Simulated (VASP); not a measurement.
# Na8Cl9 (a cell with a defect) in VASP: further runs

Na8Cl9 (a cell with a defect) is run at these levels: PBEsol, PBEsol+D3(BJ); tasks: single point.

Everything below comes from runs of VASP 6.6.1. Logs are shortened: lines on timing, memory, paths and dates and some standing lists are left out, and cuts for length are marked.

## (1) The cell of the first run

The cell holds a defect, 17 atoms: a = 7.920 Å, b = 7.920 Å, c = 7.920 Å, α = 60.00°, β = 60.00°, γ = 60.00°.

## (2) Single point, PBEsol

Contents of INCAR:

```
PREC = Accurate
ENCUT = 520
EDIFF = 1E-6
ISMEAR = -1
SIGMA = 0.05
LREAL = Auto
LASPH = True
NELM = 100
ALGO = Normal
ISIF = 2
LWAVE = False
LCHARG = False
GGA = PS
NELECT = 118.0
NBANDS = 74
```

Contents of KPOINTS:

```
Automatic mesh
0
Gamma
  2 2 2
  0.5 0.5 0.5
```

Contents of POSCAR:

```
Na8Cl9
1.0
    0.0000000000      5.6000000000      5.6000000000
    5.6000000000      0.0000000000      5.6000000000
    5.6000000000      5.6000000000      0.0000000000
Cl Na
9 8
Direct
    0.7551840000      0.2450910000      0.2503850000
    0.2466350000      0.7497340000      0.7478140000
    0.2492740000      0.7521510000      0.2510300000
    0.7486500000      0.2517300000      0.7493200000
    0.2505380000      0.2481310000      0.7508700000
    0.7474920000      0.7491700000      0.2542200000
    0.2522220000      0.2519410000      0.2483830000
    0.7490240000      0.7542190000      0.7534940000
    0.6263000000      0.6236000000      0.1233130000
    0.0031160000      0.0032570000      0.9989710000
    0.5024330000      0.5030930000      0.4941830000
    0.0014100000      0.9995660000      0.4989100000
    0.5000320000      0.4975870000      0.0023360000
    0.0014890000      0.5007450000      0.0018400000
    0.4994290000      0.9956530000      0.5000270000
    0.4987910000      0.9957630000      0.0090510000
    0.0039630000      0.4979000000      0.4975370000
```

Potentials or basis: VASP PAW PBE potentials, release 64 (Cl, Na_pv).

The run is started by

```
$ cat potpaw_PBE.64/Cl/POTCAR potpaw_PBE.64/Na_pv/POTCAR > POTCAR
$ mpirun -np 1 vasp_std > vasp.out
```

OUTCAR:

```text
PREC = Accurate
   ENCUT = 520
   EDIFF = 1E-6
   ISMEAR = -1
   LREAL = Auto
   LASPH = True
   NELM = 100
   ISIF = 2
   GGA = PS
   NELECT = 118.0

 ion  position               nearest neighbor table
   1  0.755  0.245  0.250-   9 2.45
   2  0.247  0.750  0.748-
   3  0.249  0.752  0.251-   9 2.44
   4  0.749  0.252  0.749-
   5  0.251  0.248  0.751-
   6  0.747  0.749  0.254-   9 2.44
   7  0.252  0.252  0.248-
   8  0.749  0.754  0.753-   9 2.39
   9  0.626  0.624  0.123-   8 2.39  11 2.40  16 2.41  13 2.41  14 2.43   3 2.44   6 2.44   1 2.45

  10  0.003  0.003  0.999-
  11  0.502  0.503  0.494-   9 2.40
  12  0.001  1.000  0.499-
  13  0.500  0.498  0.002-   9 2.41
  14  0.001  0.501  0.002-   9 2.43
  15  0.499  0.996  0.500-
  16  0.499  0.996  0.009-   9 2.41
  17  0.004  0.498  0.498-

  LATTYP: Found a face centered cubic cell.
 ALAT       =    11.2000000000

  Lattice vectors:

 A1 = (   0.0000000000,   5.6000000000,   5.6000000000)
 A2 = (   5.6000000000,   0.0000000000,   5.6000000000)
 A3 = (   5.6000000000,   5.6000000000,   0.0000000000)

Analysis of symmetry for initial positions (statically):
=====================================================================
 Subroutine PRICEL returns:
 Original cell was already a primitive cell.

 Routine SETGRP: Setting up the symmetry group for a
 face centered cubic supercell.

 Subroutine GETGRP returns: Found  1 space group operations
 (whereof  1 operations were pure point group operations)
 out of a pool of 48 trial point group operations.

The static configuration has the point symmetry C_1 .

Analysis of symmetry for dynamics (positions and initial velocities):
=====================================================================
 Subroutine PRICEL returns:
 Original cell was already a primitive cell.

 Routine SETGRP: Setting up the symmetry group for a
 face centered cubic supercell.

 Subroutine GETGRP returns: Found  1 space group operations
 (whereof  1 operations were pure point group operations)
 out of a pool of 48 trial point group operations.

[... 118 lines left out ...]
   LASPH  =      T    aspherical Exc in radial PAW
   ENCUT  =  520.0 eV  38.22 Ry    6.18 a.u.  14.73 14.73 14.73*2*pi/ulx,y,z
   NELM   =    100;   NELMIN=  2; NELMDL= -5     # of ELM steps
   EDIFF  = 0.1E-05   stopping-criterion for ELM
   LREAL  =      T    real-space projection
   EDIFFG = 0.1E-04   stopping-criterion for IOM
   NSW    =      0    number of steps for IOM
   IBRION =     -1    ionic relax: 0-MD 1-quasi-New 2-CG
   NFREE  =      0    steps in history (QN), initial steepest desc. (CG)
   ISIF   =      2    stress and relaxation
   ISYM   =      2    0-nonsym 1-usesym 2-fastsym
   POTIM  = 0.5000    time-step for ionic-motion
   TEBEG  =    0.0;   TEEND  =   0.0 temperature during run
   PSTRESS=    0.0 pullay stress
   NELECT =     118.0000    total number of electrons
   NUPDOWN=      -1.0000    fix difference up-down
   EMIN   =  10.00;   EMAX   =-10.00  energy-range for DOS
   EFERMI =   0.00;   METHOD = LEGACY
   ISMEAR =    -1;   SIGMA  =   0.05  broadening in eV -4-tet -1-fermi 0-gaus
   EFERMI_NEDOS =   21; number of points for ismear=-14 and -15
   IALGO  =     38    algorithm
   IMIX   =      4    mixing-type and parameters
     AMIX     =   0.40;   BMIX     =  1.00
     AMIX_MAG =   1.60;   BMIX_MAG =  1.00
  volume/ion in A,a.u.               =      20.66       139.43
  Fermi-wavevector in a.u.,A,eV,Ry     =   1.138075  2.150650 17.622460  1.295214
  Thomas-Fermi vector in A             =   2.274779
   LORBIT       =      0    0 simple, 1 ext, 2 COOP (PROOUT), +10 PAW based schemes
   GGA     = PS    functional components
   LHFCALC =     F    Hartree Fock is set to
   AEXX    =    0.0000 exact exchange contribution
   IVDW    =     0    specifies the selected vdW correction
   LEPSILON=     F    determine dielectric tensor
   LRPA    =     F    only Hartree local field effects (RPA)
 non-spin polarized calculation
  energy-cutoff  :      520.00
  volume of cell :      351.23
 maximum number of plane-waves:      9453
 NGX is ok and might be reduce to    60
   NGX = 29   NGY = 29   NGZ = 29

 number of electron     118.0000008 magnetization

 Free energy of the ion-electron system (eV)
  ---------------------------------------------------
  ext. energy  EPLUGINS =         0.00000000
  ---------------------------------------------------
  free energy    TOTEN  =       -53.95337475 eV

  energy without entropy =      -53.83508287  energy(sigma->0) =      -53.89422881

 E-fermi :   0.8189     XC(G=0):  -8.6363

 val. band max:        0.8158084233   @ k =   0.5000   0.0000  -0.2500
 cond. band min:       0.8195656938   @ k =  -0.2500   0.2500   0.2500
 fundamental gap:      0.0037572705
 Fermi energy:         0.8188535302

 k-point     1 :       0.2500    0.2500    0.2500
  band No.  band energies     occupation
      1     -20.8364      2.00000
      2     -20.7601      2.00000
      3     -20.7507      2.00000
      4     -20.7350      2.00000
      5     -20.7083      2.00000
      6     -20.7059      2.00000
[... 1173 lines left out ...]
     70       8.7176      0.00000
     71       8.7447      0.00000
 [bands above 71 left out]

------------------------ aborting loop because EDIFF is reached ----------------------------------------

  FORCE on cell =-STRESS in cart. coord.  units (eV):
  Direction    XX          YY          ZZ          XY          YZ          ZX
  --------------------------------------------------------------------------------------
  -------------------------------------------------------------------------------------
  Total        5.6068027      5.5289414      5.4170723      0.0876134      0.1709455      0.0609313
  in kB       25.5759504     25.2207787     24.7104773      0.3996565      0.7797838      0.2779440
  external PRESSURE =      25.1690688 kB  Pullay stress =       0.0000000 kB

 VOLUME and BASIS-vectors are now :
 -----------------------------------------------------------------------------
  energy-cutoff  :      520.00
  volume of cell :      351.23
      direct lattice vectors                 reciprocal lattice vectors
     0.000000000  5.600000000  5.600000000    -0.089285714  0.089285714  0.089285714
     5.600000000  0.000000000  5.600000000     0.089285714 -0.089285714  0.089285714
     5.600000000  5.600000000  0.000000000     0.089285714  0.089285714 -0.089285714

 POSITION                                       TOTAL-FORCE (eV/Angst)
 -----------------------------------------------------------------------------------
      2.77467      5.63119      5.60154        -1.159834      1.306239     -1.296582
      8.38627      5.56891      5.57967         0.032729      0.080447      0.037889
      5.61781      2.80170      5.60798         1.389470     -1.312969     -1.379637
      5.60588      8.38863      5.60213         0.003462      0.022332      0.003403
      5.59441      5.60788      2.79255         0.002101      0.009325      0.053914
      5.61898      5.60959      8.38131         1.417272      1.456196      1.406991
[... 9 lines left out ...]
      5.62696      2.84392      8.36950         0.941845     -0.963953      0.991416
      5.57445      2.80840      2.81043        -0.140547      0.200220     -0.221065
 -----------------------------------------------------------------------------------
    total drift:                                0.002398     -0.001368      0.001372

  FREE ENERGIE OF THE ION-ELECTRON SYSTEM (eV)
  ---------------------------------------------------
  free  energy   TOTEN  =       -53.9533747505 eV

  energy  without entropy=      -53.8350828725  energy(sigma->0) =      -53.89422881
```

stdout:

```text
POSCAR found type information on POSCAR ClNa
 POSCAR found :  2 types and      17 ions
 scaLAPACK will be used
 -----------------------------------------------------------------------------
|                                                                             |
|                                                                             |
|     You enforced a specific xc type in the INCAR file but a different       |
|     I HOPE YOU KNOW WHAT YOU ARE DOING!                                     |
|                                                                             |
 -----------------------------------------------------------------------------

 LDA part: xc-table for (Slater+PW92), standard interpolation
 POSCAR, INCAR and KPOINTS ok, starting setup
 FFT: planning ... GRIDC
 FFT: planning ... GRID_SOFT
 FFT: planning ... GRID
 WAVECAR not read
 entering main loop
 the old and the new charge density differ
 old charge density:   119.00000 new  118.00000
    0.168E+01
```

Wall time 11 min (1 thread of AMD EPYC 7R13 (Zen 3), shared host); peak memory 0.57 GiB.

What came out:

```
Free energy   : -53.9534 eV
Largest force : 2.472 eV/Å
```

Forces in eV/Å, atoms in the order of the input:
```
Cl  -1.160  1.306 -1.297
Cl   0.033  0.080  0.038
Cl   1.389 -1.313 -1.380
Cl   0.003  0.022  0.003
Cl   0.002  0.009  0.054
Cl   1.417  1.456  1.407
Cl   0.004  0.009 -0.038
Cl  -1.316 -1.315  1.266
Cl  -0.648 -0.236  0.052
Na  -0.250 -0.240  0.122
Na   0.966  1.010 -1.041
Na   0.254  0.197  0.227
Na  -0.892 -0.903 -0.871
Na  -0.867  0.870  0.844
Na   0.262 -0.189 -0.158
Na   0.942 -0.964  0.991
Na  -0.141  0.200 -0.221
```

Levels at points of the mesh, in eV from the Fermi level:
```
           k point  band 55  band 56  band 57  band 58  band 59  band 60  band 61  band 62
(0.25, 0.25, 0.25)    -0.99    -0.78    -0.74    -0.24    -0.10    -0.07     4.81     6.26
```

Caveat: the k points lie up to 0.49 Å⁻¹ apart; the cell carries a net charge on a neutralising background, which shifts energy and pressure; the cell is charged against a uniform background, so pressure and absolute levels hang on convention; the PAW data sets were made with another functional, which shifts forces and pressure a little.

## (3) Single point, PBEsol+D3(BJ)

Contents of INCAR:

```
SYSTEM = Na8Cl9
PREC = Accurate
ENCUT = 520
EDIFF = 1E-6
ISMEAR = -1
SIGMA = 0.05
LREAL = Auto
LASPH = .True.
NELM = 80
ALGO = Normal
ISIF = 2
LWAVE = .False.
LCHARG = .True.
GGA = PS
IVDW = 12
LELF = .True.
LVHAR = .True.
NELECT = 118.0
NBANDS = 74
```

KPOINTS is that of step 2.

POSCAR is that of step 2.

Potentials or basis: VASP PAW PBE potentials, release 64 (Cl, Na_pv).

The run is started by

```
$ cat potpaw_PBE.64/Cl/POTCAR potpaw_PBE.64/Na_pv/POTCAR > POTCAR
$ mpirun -np 1 vasp_std > vasp.out
```

Wall time 11 min (1 thread of AMD EPYC 7R13 (Zen 3), shared host); peak memory 0.57 GiB.

The run converged. Its results:

```yaml
Free_energy: -57.4384 eV
Largest_force: 2.474 eV/Å
Dispersion_energy_per_atom: -0.205 eV
```

Forces on the atoms (eV/Å):
```
Cl  -1.161  1.308 -1.298
Cl   0.032  0.082  0.037
Cl   1.391 -1.315 -1.381
Cl   0.004  0.021  0.002
Cl   0.003  0.010  0.055
Cl   1.419  1.458  1.409
Cl   0.003  0.008 -0.037
Cl  -1.317 -1.317  1.267
Cl  -0.648 -0.236  0.052
Na  -0.250 -0.240  0.122
Na   0.968  1.012 -1.043
Na   0.254  0.196  0.227
Na  -0.894 -0.905 -0.873
Na  -0.869  0.872  0.846
Na   0.261 -0.188 -0.157
Na   0.944 -0.966  0.994
Na  -0.140  0.200 -0.221
```

Levels at points of the mesh, in eV from the Fermi level:
```
           k point  band 56  band 57  band 58  band 59  band 60  band 61
(0.25, 0.25, 0.25)    -0.78    -0.74    -0.24    -0.10    -0.07     4.81
```

Caveat: the k points lie up to 0.49 Å⁻¹ apart; the cell carries a net charge on a neutralising background, which shifts energy and pressure; the cell is charged against a uniform background, so pressure and absolute levels hang on convention; three body term missing; the PAW data sets were made with another functional, which shifts forces and pressure a little.
